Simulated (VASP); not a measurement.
# La2Si2O3 (R-3m) in VASP: single point with r2SCAN

Aim: the single point of La2Si2O3 with r2SCAN.

Program: VASP 6.6.1. These are calculated values, not measurements. Logs are shortened: lines on timing, memory, paths and dates and some standing lists are left out, and cuts for length are marked.

### 1 The cell of the first run

Symmetry: R-3m, No. 166, trigonal system. Conventional cell: a = 5.554 Å, b = 5.554 Å, c = 13.259 Å, α = 90.00°, β = 90.00°, γ = 120.00°. O (site symmetry 2/m) has 2 Si at 1.88 Å within 2.5 Å. Within 2.5 Å of Si (site symmetry 3m) lie 3 O at 1.88 Å. La (site symmetry -3m) has 6 O at 2.73 Å and 8 Si at 3.18 to 3.44 Å within 3.6 Å. La (site symmetry -3m) has 6 O at 2.78 Å and 8 Si at 3.35 to 3.45 Å within 3.7 Å.

### 2 Single point, r2SCAN

Input file POSCAR:

```
La2Si2O3
1.0
    2.7769180000      1.6032550000      4.4198110000
   -2.7769180000      1.6032550000      4.4198110000
    0.0000000000     -3.2065100000      4.4198110000
O Si La
3 2 2
Direct
    0.0000000000      0.0000000000      0.5000000000
    0.5000000000      0.0000000000      0.0000000000
    0.0000000000      0.5000000000      0.0000000000
    0.2401300000      0.2401300000      0.2401300000
    0.7598700000      0.7598700000      0.7598700000
    0.0000000000      0.0000000000      0.0000000000
    0.5000000000      0.5000000000      0.5000000000
```

Input file INCAR.step1:

```
ALGO = Normal ; EDIFF = 1E-4
ENCUT = 520 ; GGA = PE
ISMEAR = 0 ; LASPH = True
LCHARG = False ; LREAL = False
LWAVE = True ; NBANDS = 33
NELM = 60 ; PREC = Accurate
SIGMA = 0.2956
```

Input file INCAR.step2:

```
ALGO = Normal ; EDIFF = 1E-6
ENCUT = 520 ; ISIF = 2
ISMEAR = 0 ; ISTART = 1
LASPH = True ; LCHARG = True
LELF = True ; LMIXTAU = True
LREAL = False ; LVHAR = True
LWAVE = False ; METAGGA = R2SCAN
NBANDS = 33 ; NELM = 60
PREC = Accurate ; SIGMA = 0.2956
```

Input file KPOINTS:

```
k-points
0
Gamma
  8 8 8
```

Potentials or basis: VASP PAW PBE potentials, release 64 (O, Si, La).

On the command line:

```console
cat potpaw_PBE.64/O/POTCAR potpaw_PBE.64/Si/POTCAR potpaw_PBE.64/La/POTCAR > POTCAR
cp INCAR.step1 INCAR
mpirun -np 1 vasp_std > vasp.out
cp INCAR.step2 INCAR
mpirun -np 1 vasp_std > vasp.out
```

OUTCAR:

```text
EDIFF = 1E-6
   ENCUT = 520
   ISIF = 2
   ISMEAR = 0
   ISTART = 1
   LASPH = True
   LREAL = False
   METAGGA = R2SCAN
   NELM = 60
   PREC = Accurate

 ion  position               nearest neighbor table
   1  0.000  0.000  0.500-   4 1.88   5 1.88   6 2.73   6 2.73   7 2.78   7 2.78
   2  0.500  0.000  0.000-   4 1.88   5 1.88   6 2.73   6 2.73   7 2.78   7 2.78
   3  0.000  0.500  0.000-   4 1.88   5 1.88   6 2.73   6 2.73   7 2.78   7 2.78
   4  0.240  0.240  0.240-   2 1.88   3 1.88   1 1.88   6 3.18   7 3.35   7 3.35   7 3.35
   5  0.760  0.760  0.760-   2 1.88   3 1.88   1 1.88   6 3.18   7 3.35   7 3.35   7 3.35
   6  0.000  0.000  0.000-   2 2.73   3 2.73   3 2.73   2 2.73   1 2.73   1 2.73   5 3.18   4 3.18

   7  0.500  0.500  0.500-   1 2.78   1 2.78   2 2.78   2 2.78   3 2.78   3 2.78   5 3.35   4 3.35
                             4 3.35   5 3.35   4 3.35   5 3.35

  LATTYP: Found a trigonal (rhomboedric) cell.
 ALAT       =     5.4604428077
 COS(alpha) =     0.4827497743

  Lattice vectors:

 A1 = (   2.7769180000,   1.6032550000,   4.4198110000)
 A2 = (  -2.7769180000,   1.6032550000,   4.4198110000)
 A3 = (   0.0000000000,  -3.2065100000,   4.4198110000)

Analysis of symmetry for initial positions (statically):
=====================================================================
 Subroutine PRICEL returns:
 Original cell was already a primitive cell.

 Routine SETGRP: Setting up the symmetry group for a
 trigonal (rhombohedral) supercell.

 Subroutine GETGRP returns: Found 12 space group operations
 (whereof 12 operations were pure point group operations)
 out of a pool of 12 trial point group operations.

The static configuration has the point symmetry D_3d.

Analysis of symmetry for dynamics (positions and initial velocities):
=====================================================================
 Subroutine PRICEL returns:
 Original cell was already a primitive cell.

 Routine SETGRP: Setting up the symmetry group for a
 trigonal (rhombohedral) supercell.

 Subroutine GETGRP returns: Found 12 space group operations
 (whereof 12 operations were pure point group operations)
 out of a pool of 12 trial point group operations.

The dynamic configuration has the point symmetry D_3d.

 Subroutine INISYM returns: Found 12 space group operations
 (whereof 12 operations are pure point group operations),
 and found     1 'primitive' translations

----------------------------------------------------------------------------------------

                                     Primitive cell

  volume of cell :     118.0648

  direct lattice vectors                    reciprocal lattice vectors
     2.776918000  1.603255000  4.419811000     0.180055731  0.103955183  0.075418006
    -2.776918000  1.603255000  4.419811000    -0.180055731  0.103955183  0.075418006
     0.000000000 -3.206510000  4.419811000     0.000000000 -0.207910366  0.075418006

  length of vectors
     5.460442239  5.460442239  5.460442808     0.221166503  0.221166503  0.221166444

  position of ions in fractional coordinates (direct lattice)
     0.000000000  0.000000000  0.500000000
     0.500000000  0.000000000  0.000000000
     0.000000000  0.500000000  0.000000000
     0.240130000  0.240130000  0.240130000
     0.759870000  0.759870000  0.759870000
     0.000000000  0.000000000  0.000000000
     0.500000000  0.500000000  0.500000000

  ion indices of the primitive-cell ions
   primitive index   ion index
                 1           1
                 2           2
                 3           3
                 4           4
                 5           5
                 6           6
                 7           7

----------------------------------------------------------------------------------------

 KPOINTS: k-points

Automatic generation of k-mesh.
 Grid dimensions read from file:
 generate k-points for:    8    8    8

 Generating k-lattice:

  Cartesian coordinates                     Fractional coordinates (reciprocal lattice)
     0.022506966  0.012994398  0.009427251     0.125000000  0.000000000  0.000000000
    -0.022506966  0.012994398  0.009427251     0.000000000  0.125000000  0.000000000
     0.000000000 -0.025988796  0.009427251     0.000000000  0.000000000  0.125000000

  Length of vectors
     0.027645813  0.027645813  0.027645805

  Shift w.r.t. Gamma in fractional coordinates (k-lattice)
     0.000000000  0.000000000  0.000000000

 Subroutine IBZKPT returns following result:
 ===========================================

 Found     65 irreducible k-points:

 Following reciprocal coordinates:
            Coordinates               Weight
  0.000000  0.000000  0.000000      1.000000
  0.125000  0.000000  0.000000      6.000000
  0.250000  0.000000  0.000000      6.000000
  0.375000 -0.000000  0.000000      6.000000
  0.500000  0.000000  0.000000      3.000000
  0.125000  0.125000  0.000000      6.000000
[... 16 lines left out ...]
  0.250000  0.125000  0.125000      6.000000
  0.375000  0.125000  0.125000      6.000000
 [... further k-points ...]
   k-points           NKPTS =     65   k-points in BZ     NKDIM =     65   number of bands    NBANDS=     33
   number of dos      NEDOS =    301   number of ions     NIONS =      7
   total plane-waves  NPLWV =  74088
   dimension x,y,z NGX =    42 NGY =   42 NGZ =   42
   dimension x,y,z NGXF=    84 NGYF=   84 NGZF=   84
   ions per type =               3   2   2
   NGX,Y,Z   is equivalent  to a cutoff of  12.79, 12.79, 12.79 a.u.
   NGXF,Y,Z  is equivalent  to a cutoff of  25.57, 25.57, 25.57 a.u.
 SYSTEM =  unknown system
   PREC   = accura    normal or accurate (medium, high low for compatibility)
   ISTART =      1    job   : 0-new  1-cont  2-samecut
   ICHARG =      0    charge: 1-file 2-atom 10-const
   ISPIN  =      1    spin polarized calculation?
   LNONCOLLINEAR =      F non collinear calculations
   LSORBIT =      F    spin-orbit coupling
   LASPH  =      T    aspherical Exc in radial PAW
   ENCUT  =  520.0 eV  38.22 Ry    6.18 a.u.  10.15 10.15 10.15*2*pi/ulx,y,z
   NELM   =     60;   NELMIN=  2; NELMDL=  0     # of ELM steps
   EDIFF  = 0.1E-05   stopping-criterion for ELM
   LREAL  =      F    real-space projection
[... 7 lines left out ...]
   TEBEG  =    0.0;   TEEND  =   0.0 temperature during run
   PSTRESS=    0.0 pullay stress
   NELECT =      48.0000    total number of electrons
   NUPDOWN=      -1.0000    fix difference up-down
   EMIN   =  10.00;   EMAX   =-10.00  energy-range for DOS
   EFERMI =   0.00;   METHOD = LEGACY
   ISMEAR =     0;   SIGMA  =   0.30  broadening in eV -4-tet -1-fermi 0-gaus
   EFERMI_NEDOS =   21; number of points for ismear=-14 and -15
   IALGO  =     38    algorithm
   IMIX   =      4    mixing-type and parameters
     AMIX     =   0.40;   BMIX     =  1.00
     AMIX_MAG =   1.60;   BMIX_MAG =  1.00
  volume/ion in A,a.u.               =      16.87       113.82
  Fermi-wavevector in a.u.,A,eV,Ry     =   1.212779  2.291820 20.011900  1.470833
  Thomas-Fermi vector in A             =   2.348252
   LORBIT       =      0    0 simple, 1 ext, 2 COOP (PROOUT), +10 PAW based schemes
   METAGGA = R2SCAN    functional components
   LHFCALC =     F    Hartree Fock is set to
   AEXX    =    0.0000 exact exchange contribution
   IVDW    =     0    specifies the selected vdW correction
   LEPSILON=     F    determine dielectric tensor
   LRPA    =     F    only Hartree local field effects (RPA)
 non-spin polarized calculation
 Gauss-broadening in eV      SIGMA  =   0.30
  energy-cutoff  :      520.00
  volume of cell :      118.06
 maximum number of plane-waves:      3197
 NGX is ok and might be reduce to    42
   NGX = 21   NGY = 21   NGZ = 21

 number of electron      47.9999999 magnetization

 Free energy of the ion-electron system (eV)
  ---------------------------------------------------
  ext. energy  EPLUGINS =         0.00000000
  ---------------------------------------------------
  free energy    TOTEN  =      -108.05360133 eV

  energy without entropy =     -107.90145628  energy(sigma->0) =     -107.97752881

 E-fermi :   9.8749     XC(G=0): -11.0912

 val. band max:        9.8741213252   @ k =  -0.1250   0.1250   0.0000
 cond. band min:       9.8833633422   @ k =  -0.3750   0.3750   0.1250
 fundamental gap:      0.0092420170
 Fermi energy:         9.8748742411

 k-point     1 :       0.0000    0.0000    0.0000
  band No.  band energies     occupation
      1     -25.3477      2.00000
      2     -25.1496      2.00000
      3     -14.2758      2.00000
      4     -13.1962      2.00000
      5     -13.1962      2.00000
      6      -9.1582      2.00000
[... 25 lines left out ...]
     32      11.2361      0.00000
     33      11.2935      0.00000

 k-point     2 :       0.1250    0.0000    0.0000
  band No.  band energies     occupation
      1     -25.3419      2.00000
      2     -25.1538      2.00000
      3     -14.2695      2.00000
      4     -13.2756      2.00000
      5     -13.2062      2.00000
      6      -9.1081      2.00000
[... 25 lines left out ...]
     32      11.2328      0.00000
     33      11.3212      0.00000

 k-point     3 :       0.2500    0.0000    0.0000
  band No.  band energies     occupation
      1     -25.3267      2.00000
      2     -25.1652      2.00000
      3     -14.2434      2.00000
      4     -13.4689      2.00000
      5     -13.2301      2.00000
      6      -9.0081      2.00000
[... 25 lines left out ...]
     32      11.2244      0.00000
     33      11.2639      0.00000

 k-point     4 :       0.3750   -0.0000    0.0000
  band No.  band energies     occupation
      1     -25.3089      2.00000
      2     -25.1793      2.00000
      3     -14.1887      2.00000
      4     -13.6797      2.00000
      5     -13.2534      2.00000
      6      -8.9272      2.00000
[... 25 lines left out ...]
     32      11.2142      0.00000
     33      11.2682      0.00000

 k-point     5 :       0.5000    0.0000    0.0000
  band No.  band energies     occupation
      1     -25.3002      2.00000
      2     -25.1864      2.00000
      3     -14.1450      2.00000
      4     -13.7854      2.00000
      5     -13.2629      2.00000
      6      -8.8979      2.00000
[... 604 lines left out ...]
 k-point    22 :       0.1250    0.1250    0.1250
  band No.  band energies     occupation
      1     -25.3412      2.00000
      2     -25.1542      2.00000
      3     -14.3205      2.00000
      4     -13.2070      2.00000
      5     -13.2070      2.00000
      6      -9.0486      2.00000
[... 25 lines left out ...]
     32      11.2172      0.00000
     33      11.2872      0.00000

 k-point    23 :       0.2500    0.1250    0.1250
  band No.  band energies     occupation
      1     -25.3322      2.00000
      2     -25.1608      2.00000
      3     -14.3370      2.00000
      4     -13.2933      2.00000
      5     -13.2158      2.00000
      6      -8.9668      2.00000
[... 25 lines left out ...]
     32      11.1979      0.00000
     33      11.2829      0.00000

 k-point    24 :       0.3750    0.1250    0.1250
  band No.  band energies     occupation
      1     -25.3165      2.00000
      2     -25.1727      2.00000
      3     -14.3187      2.00000
      4     -13.4745      2.00000
      5     -13.2396      2.00000
      6      -8.8917      2.00000
[... 25 lines left out ...]
     32      11.1845      0.00000
     33      11.2669      0.00000

 [... further k-points ...]

------------------------ aborting loop because EDIFF is reached ----------------------------------------

  FORCE on cell =-STRESS in cart. coord.  units (eV):
  Direction    XX          YY          ZZ          XY          YZ          ZX
  --------------------------------------------------------------------------------------
  -------------------------------------------------------------------------------------
  Total       -6.5576702     -6.5576755     -1.6880396      0.0000000      0.0000000      0.0000000
  in kB      -88.9896603    -88.9897320    -22.9072312      0.0000000      0.0000000      0.0000000
  external PRESSURE =     -66.9622078 kB  Pullay stress =       0.0000000 kB

 VOLUME and BASIS-vectors are now :
 -----------------------------------------------------------------------------
  energy-cutoff  :      520.00
  volume of cell :      118.06
      direct lattice vectors                 reciprocal lattice vectors
     2.776918000  1.603255000  4.419811000     0.180055731  0.103955183  0.075418006
    -2.776918000  1.603255000  4.419811000    -0.180055731  0.103955183  0.075418006
     0.000000000 -3.206510000  4.419811000     0.000000000 -0.207910366  0.075418006

 POSITION                                       TOTAL-FORCE (eV/Angst)
 -----------------------------------------------------------------------------------
      0.00000     -1.60326      2.20991        -0.000000      0.000000      0.000000
      1.38846      0.80163      2.20991        -0.000000      0.000000      0.000000
     -1.38846      0.80163      2.20991        -0.000000      0.000000      0.000000
      0.00000      0.00000      3.18399        -0.000000     -0.000000      2.846691
      0.00000      0.00000     10.07545        -0.000000      0.000000     -2.846691
      0.00000      0.00000      0.00000        -0.000000      0.000000      0.000000
      0.00000      0.00000      6.62972         0.000000      0.000000      0.000000
 -----------------------------------------------------------------------------------
    total drift:                               -0.000000      0.000000     -0.000000

  FREE ENERGIE OF THE ION-ELECTRON SYSTEM (eV)
  ---------------------------------------------------
  free  energy   TOTEN  =      -108.0536013322 eV

  energy  without entropy=     -107.9014562823  energy(sigma->0) =     -107.97752881
```

Wall time 28 min (1 thread of Intel Xeon Platinum 8259CL at 2.50GHz (Skylake/Cascade Lake), shared host); peak memory 0.45 GiB.

Results:

| Quantity | Value |
| --- | --- |
| Free energy | -108.0536 eV |
| Pressure | -6.7 GPa |
| Largest force | 2.847 eV/Å |
| Band gap on the k mesh | zero (bands 24 and 25 overlap by 0.93 eV) |

Forces on the atoms (eV/Å):
```
O    0.000  0.000  0.000
O    0.000  0.000  0.000
O    0.000  0.000  0.000
Si   0.000  0.000  2.847
Si   0.000  0.000 -2.847
La   0.000  0.000  0.000
La   0.000  0.000  0.000
```

Levels at points of the mesh, in eV from the Fermi level:
```tsv
k point	band 22	band 23	band 24	band 25	band 26	band 27
(0.00, 0.00, 0.00)	-2.93	-2.93	-1.79	-0.61	0.18	0.18
(0.50, 0.00, 0.00)	-4.51	-1.09	0.30	0.32	0.56	0.79
(0.50, 0.50, 0.00)	-3.78	-1.09	-0.53	-0.29	0.43	0.91
(0.50, 0.50, 0.50)	-3.81	-0.48	-0.48	-0.08	-0.08	0.53
```

Caveat: the stress differs along the axes, from -9 to -2 GPa; so wide a smearing shifts energies and pressures; the PAW data sets were made with another functional, which shifts forces and pressure a little; spin-orbit coupling is left out, which moves the levels of the heavy elements.
